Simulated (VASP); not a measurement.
## SiO2: single point with PBE

SiO2:

```
CELL_PARAMETERS angstrom
4.17230 0.00000 0.00000
0.00000 4.17230 0.00000
0.00000 0.00000 2.93190
ATOMIC_POSITIONS crystal
Si 0.50000 0.50000 0.50000
Si 0.00000 0.00000 0.00000
O 0.69301 0.69301 0.00000
O 0.19301 0.80699 0.50000
O 0.30699 0.30699 0.00000
O 0.80699 0.19301 0.50000
```

```
Program             : VASP 6.6.1
Task                : single point
Functional          : PBE
Potentials or basis : VASP PAW PBE potentials, release 64 (Si, O)
Cutoff              : 520 eV
k mesh              : 6 × 6 × 8
Occupations         : gaussian, width 0.05 eV
Spin                : no spin polarisation
```

```
Pressure               : -17.0 GPa
Largest force          : 0.502 eV/Å
Band gap on the k mesh : 3.68 eV
```

Forces in eV/Å, atoms in the order of the input:
```
Si   0.000  0.000  0.000
Si   0.000  0.000  0.000
O    0.355  0.355  0.000
O    0.355 -0.355  0.000
O   -0.355 -0.355  0.000
O   -0.355  0.355  0.000
```

Stress tensor (GPa, compression positive):
```
 -4.72   0.00   0.00
  0.00  -4.72   0.00
  0.00   0.00 -41.62
```

Levels at points of the mesh, in eV from the valence-band top:
| k point | band 14 | band 15 | band 16 | band 17 | band 18 | band 19 |
| --- | --- | --- | --- | --- | --- | --- |
| (0.00, 0.00, 0.00) | -0.68 | -0.68 | 0.00 | 3.68 | 5.10 | 6.65 |
| (0.50, 0.00, 0.00) | -2.67 | -0.86 | -0.86 | 5.94 | 5.94 | 7.35 |
| (0.50, 0.50, 0.00) | -2.65 | -1.63 | -1.63 | 5.63 | 5.63 | 8.37 |
| (0.00, 0.00, 0.50) | -2.82 | -2.24 | -2.24 | 8.03 | 8.03 | 11.59 |
| (0.50, 0.00, 0.50) | -1.81 | -1.41 | -1.41 | 7.98 | 7.98 | 9.67 |
| (0.50, 0.50, 0.50) | -1.32 | -1.21 | -1.21 | 6.37 | 6.37 | 10.70 |

Run time: 75 s on 1 thread of Intel Xeon 8259CL (shared host), peak memory 0.18 GiB.

Caveat: the cell stands under tension.
